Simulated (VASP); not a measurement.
# TlAgTe2 (I-4m2) in VASP: electric field gradients with LDA

Aim: the electric field gradients of TlAgTe2 with LDA.

Everything below comes from runs of VASP 6.6.1. Logs are shortened: lines on timing, memory, paths and dates and some standing lists are left out, and cuts for length are marked.

## (1) The cell of the first run

The structure is tetragonal, space group I-4m2 (No. 119). Conventional cell: a = 3.933 Å, b = 3.933 Å, c = 15.271 Å, α = 90.00°, β = 90.00°, γ = 90.00°. Tl (site symmetry -4m2) has 8 Te at 3.43 Å and 4 Tl at 3.93 Å and 4 Ag at 4.29 Å within 4.5 Å. Within 3.5 Å of Ag (site symmetry -4m2) lie 4 Te at 2.68 Å. Within 3.5 Å of Te (site symmetry 2mm) lie 2 Ag at 2.68 Å and 4 Tl at 3.43 Å.

## (2) Electric field gradients, LDA (29.53 Å³/atom)

Contents of INCAR:

```
ALGO = Normal
EDIFF = 1E-8
ENCUT = 520
GGA = CA
ISIF = 2
ISMEAR = -1
LASPH = True
LCHARG = False
LEFG = True
LREAL = False
LWAVE = False
NBANDS = 26
NELM = 60
PREC = Accurate
SIGMA = 0.05
```

Contents of KPOINTS:

```
k-points
0
Gamma
  13 13 13
```

Contents of POSCAR:

```
TlAgTe2
1.0
   -1.9665116757      1.9665116757      7.6352825778
    1.9665116757     -1.9665116757      7.6352825778
    1.9665116757      1.9665116757     -7.6352825778
Tl Ag Te
1 1 2
Direct
    0.0000000000      0.0000000000      0.0000000000
    0.7500000000      0.2500000000      0.5000000000
    0.3690000000      0.3690000000      0.0000000000
    0.6310000000      0.6310000000      0.0000000000
```

Potentials or basis: VASP PAW LDA potentials, release 64 (Tl_d, Ag, Te).

The run is started by

```bash
$ cat potpaw_LDA.64/Tl_d/POTCAR potpaw_LDA.64/Ag/POTCAR potpaw_LDA.64/Te/POTCAR > POTCAR
$ mpirun -np 1 vasp_std > vasp.out
```

OUTCAR:

```text
EDIFF = 1E-8
   ENCUT = 520
   GGA = CA
   ISIF = 2
   ISMEAR = -1
   LASPH = True
   LREAL = False
   NELM = 60
   PREC = Accurate

 ion  position               nearest neighbor table
   1  0.000  0.000  0.000-   4 3.43   4 3.43   4 3.43   3 3.43   4 3.43   3 3.43   3 3.43   3 3.43

   2  0.750  0.250  0.500-   3 2.68   4 2.68   3 2.68   4 2.68
   3  0.369  0.369  0.000-   2 2.68   2 2.68   1 3.43   1 3.43   1 3.43   1 3.43
   4  0.631  0.631  0.000-   2 2.68   2 2.68   1 3.43   1 3.43   1 3.43   1 3.43

  LATTYP: Found a body centered tetragonal cell.
 ALAT       =     3.9330233514
 C/A-ratio  =     3.8826530613

  Lattice vectors:

 A1 = (  -1.9665116757,   1.9665116757,   7.6352825778)
 A2 = (   1.9665116757,  -1.9665116757,   7.6352825778)
 A3 = (   1.9665116757,   1.9665116757,  -7.6352825778)

Analysis of symmetry for initial positions (statically):
=====================================================================
 Subroutine PRICEL returns:
 Original cell was already a primitive cell.

 Routine SETGRP: Setting up the symmetry group for a
 body centered tetragonal supercell.

 Subroutine GETGRP returns: Found  8 space group operations
 (whereof  8 operations were pure point group operations)
 out of a pool of 16 trial point group operations.

The static configuration has the point symmetry D_2d.

Analysis of symmetry for dynamics (positions and initial velocities):
=====================================================================
 Subroutine PRICEL returns:
 Original cell was already a primitive cell.

 Routine SETGRP: Setting up the symmetry group for a
 body centered tetragonal supercell.

 Subroutine GETGRP returns: Found  8 space group operations
 (whereof  8 operations were pure point group operations)
 out of a pool of 16 trial point group operations.

The dynamic configuration has the point symmetry D_2d.

 Subroutine INISYM returns: Found  8 space group operations
 (whereof  8 operations are pure point group operations),
 and found     1 'primitive' translations

----------------------------------------------------------------------------------------

                                     Primitive cell

  volume of cell :     118.1077

  direct lattice vectors                    reciprocal lattice vectors
    -1.966511676  1.966511676  7.635282578     0.000000000  0.254257326  0.065485461
     1.966511676 -1.966511676  7.635282578     0.254257326  0.000000000  0.065485461
     1.966511676  1.966511676 -7.635282578     0.254257326  0.254257326  0.000000000

  length of vectors
     8.126000024  8.126000024  8.126000024     0.262555010  0.262555010  0.359574159

  position of ions in fractional coordinates (direct lattice)
     0.000000000  0.000000000  0.000000000
     0.750000000  0.250000000  0.500000000
     0.369000000  0.369000000  0.000000000
     0.631000000  0.631000000  0.000000000

  ion indices of the primitive-cell ions
   primitive index   ion index
                 1           1
                 2           2
                 3           3
                 4           4

----------------------------------------------------------------------------------------

 KPOINTS: k-points

Automatic generation of k-mesh.
 Grid dimensions read from file:
 generate k-points for:   13   13   13

 Generating k-lattice:

  Cartesian coordinates                     Fractional coordinates (reciprocal lattice)
     0.000000000  0.019558256  0.005037343     0.076923077 -0.000000000  0.000000000
     0.019558256  0.000000000  0.005037343    -0.000000000  0.076923077  0.000000000
     0.019558256  0.019558256  0.000000000     0.000000000  0.000000000  0.076923077

  Length of vectors
[... 39 lines left out ...]
   total plane-waves  NPLWV = 216000
   dimension x,y,z NGX =    60 NGY =   60 NGZ =   60
   dimension x,y,z NGXF=   120 NGYF=  120 NGZF=  120
   ions per type =               1   1   2
   NGX,Y,Z   is equivalent  to a cutoff of  12.28, 12.28, 12.28 a.u.
   NGXF,Y,Z  is equivalent  to a cutoff of  24.55, 24.55, 24.55 a.u.
 SYSTEM =  unknown system
   PREC   = accura    normal or accurate (medium, high low for compatibility)
   ISTART =      0    job   : 0-new  1-cont  2-samecut
   ICHARG =      2    charge: 1-file 2-atom 10-const
   ISPIN  =      1    spin polarized calculation?
   LNONCOLLINEAR =      F non collinear calculations
   LSORBIT =      F    spin-orbit coupling
   LASPH  =      T    aspherical Exc in radial PAW
   ENCUT  =  520.0 eV  38.22 Ry    6.18 a.u.  15.11 15.11 15.11*2*pi/ulx,y,z
   NELM   =     60;   NELMIN=  2; NELMDL= -5     # of ELM steps
   EDIFF  = 0.1E-07   stopping-criterion for ELM
   LREAL  =      F    real-space projection
   EDIFFG = 0.1E-06   stopping-criterion for IOM
   NSW    =      0    number of steps for IOM
   IBRION =     -1    ionic relax: 0-MD 1-quasi-New 2-CG
   NFREE  =      0    steps in history (QN), initial steepest desc. (CG)
   ISIF   =      2    stress and relaxation
   ISYM   =      2    0-nonsym 1-usesym 2-fastsym
   POTIM  = 0.5000    time-step for ionic-motion
   TEBEG  =    0.0;   TEEND  =   0.0 temperature during run
   PSTRESS=    0.0 pullay stress
   NELECT =      36.0000    total number of electrons
   NUPDOWN=      -1.0000    fix difference up-down
   EMIN   =  10.00;   EMAX   =-10.00  energy-range for DOS
   EFERMI =   0.00;   METHOD = LEGACY
   ISMEAR =    -1;   SIGMA  =   0.05  broadening in eV -4-tet -1-fermi 0-gaus
   EFERMI_NEDOS =   21; number of points for ismear=-14 and -15
   IALGO  =     38    algorithm
   IMIX   =      4    mixing-type and parameters
     AMIX     =   0.40;   BMIX     =  1.00
     AMIX_MAG =   1.60;   BMIX_MAG =  1.00
  volume/ion in A,a.u.               =      29.53       199.26
  Fermi-wavevector in a.u.,A,eV,Ry     =   1.101750  2.082005 16.515465  1.213852
  Thomas-Fermi vector in A             =   2.238182
   LORBIT       =      0    0 simple, 1 ext, 2 COOP (PROOUT), +10 PAW based schemes
   GGA     = CA    functional components
   LHFCALC =     F    Hartree Fock is set to
   AEXX    =    0.0000 exact exchange contribution
   IVDW    =     0    specifies the selected vdW correction
   LEPSILON=     F    determine dielectric tensor
   LRPA    =     F    only Hartree local field effects (RPA)
 non-spin polarized calculation
  energy-cutoff  :      520.00
  volume of cell :      118.11
 maximum number of plane-waves:      3213
   NGX = 31   NGY = 31   NGZ = 31

 number of electron      35.9999999 magnetization

 Free energy of the ion-electron system (eV)
  ---------------------------------------------------
  ext. energy  EPLUGINS =         0.00000000
  ---------------------------------------------------
  free energy    TOTEN  =       -14.07517517 eV

  energy without entropy =      -14.04862091  energy(sigma->0) =      -14.06189804

 E-fermi :   5.2914     XC(G=0):  -9.9094

 val. band max:        5.2910814829   @ k =  -0.3077  -0.3077   0.3077
 cond. band min:       5.2923673174   @ k =  -0.3846  -0.3846   0.3077
 fundamental gap:      0.0012858345
 Fermi energy:         5.2913551573

 k-point     1 :       0.0000    0.0000    0.0000
  band No.  band energies     occupation
      1      -6.4653      2.00000
      2      -5.6553      2.00000
      3      -5.6410      2.00000
      4      -5.5536      2.00000
      5      -5.4935      2.00000
      6      -5.4935      2.00000
[... 685 lines left out ...]
     25      12.3000      0.00000
     26      13.0820      0.00000

 [... further k-points ...]

------------------------ aborting loop because EDIFF is reached ----------------------------------------

  FORCE on cell =-STRESS in cart. coord.  units (eV):
  Direction    XX          YY          ZZ          XY          YZ          ZX
  --------------------------------------------------------------------------------------
  -------------------------------------------------------------------------------------
  Total       -1.9575326     -1.9575326     -0.1070594      0.0000000      0.0000000      0.0000000
  in kB      -26.5547020    -26.5547020     -1.4523033      0.0000000      0.0000000      0.0000000
  external PRESSURE =     -18.1872358 kB  Pullay stress =       0.0000000 kB

 VOLUME and BASIS-vectors are now :
 -----------------------------------------------------------------------------
  energy-cutoff  :      520.00
  volume of cell :      118.11
      direct lattice vectors                 reciprocal lattice vectors
    -1.966511676  1.966511676  7.635282578     0.000000000  0.254257326  0.065485461
     1.966511676 -1.966511676  7.635282578     0.254257326  0.000000000  0.065485461
     1.966511676  1.966511676 -7.635282578     0.254257326  0.254257326  0.000000000

 POSITION                                       TOTAL-FORCE (eV/Angst)
 -----------------------------------------------------------------------------------
      0.00000      0.00000      0.00000         0.000000     -0.000000      0.000000
     -0.00000      1.96651      3.81764         0.000000     -0.000000      0.000000
      0.00000      0.00000      5.63484        -0.000000      0.000000      0.101303
      0.00000      0.00000      9.63573        -0.000000      0.000000     -0.101303
 -----------------------------------------------------------------------------------
    total drift:                                0.000000     -0.000000      0.000000

  FREE ENERGIE OF THE ION-ELECTRON SYSTEM (eV)
  ---------------------------------------------------
  free  energy   TOTEN  =       -14.0751751738 eV

  energy  without entropy=      -14.0486209100  energy(sigma->0) =      -14.06189804

 Electric field gradients (V/A^2)
---------------------------------------------------------------------
 ion       V_xx      V_yy      V_zz      V_xy      V_xz      V_yz
---------------------------------------------------------------------
   1      -3.289    -3.289     6.578    -0.001    -0.001    -0.001
   2      21.129    21.129   -42.259    -0.001    -0.001    -0.001
   3      54.971   136.485  -191.456    -0.000    -0.000    -0.000
   4     136.485    54.971  -191.456    -0.000    -0.000    -0.000
---------------------------------------------------------------------

 Electric field gradients after diagonalization (V/A^2)
 (convention: |V_zz| > |V_xx| > |V_yy|)
----------------------------------------------------------------------
 ion       V_xx      V_yy      V_zz     asymmetry (V_yy - V_xx)/ V_zz
----------------------------------------------------------------------
   1      -3.289    -3.288     6.578       0.000
   2      21.131    21.128   -42.259       0.000
   3     136.485    54.971  -191.456       0.426
   4     136.485    54.971  -191.456       0.426
----------------------------------------------------------------------

           NMR quadrupolar parameters

 Cq : quadrupolar parameter    Cq=e*Q*V_zz/h
 eta: asymmetry parameters     (V_yy - V_xx)/ V_zz
 Q  : nuclear electric quadrupole moment in mb (millibarn)
----------------------------------------------------------------------
 ion       Cq(MHz)       eta       Q (mb)
----------------------------------------------------------------------
   1       0.016       0.000       1.000
   2      -0.102       0.000       1.000
   3      -0.463       0.426       1.000
   4      -0.463       0.426       1.000
----------------------------------------------------------------------
```

It took 39 min on 1 thread of Intel Xeon 6975P-C (Granite Rapids), shared host; peak memory 0.85 GiB.

What came out:

| Property | Result |
| --- | --- |
| Free energy | -14.0752 eV |
| Pressure | -1.8 GPa |
| Largest force | 0.101 eV/Å |
| Band gap on the k mesh | zero (bands 18 and 19 overlap by 1.65 eV) |
| Largest electric field gradient by atom | Tl +6.6; Ag -42.3; Te -191.5 V/Å² |

Forces on the atoms (eV/Å):
```
Tl   0.000  0.000  0.000
Ag   0.000  0.000  0.000
Te   0.000  0.000  0.101
Te   0.000  0.000 -0.101
```

Stress tensor (GPa, compression positive):
```
-2.66  0.00  0.00
 0.00 -2.66  0.00
 0.00  0.00 -0.15
```

Electric field gradients, principal values (V/Å²):
```tsv
atom	least	middle	greatest (by size)
1 Tl	-3.288	-3.289	6.578
2 Ag	21.128	21.131	-42.259
3 Te	54.971	136.485	-191.456
4 Te	54.971	136.485	-191.456
```

Caveat: without QUAD_EFG the Cq values of the log hold for a quadrupole moment of 1 mb, not for the nuclei; spin-orbit coupling is left out, which moves the levels of the heavy elements.
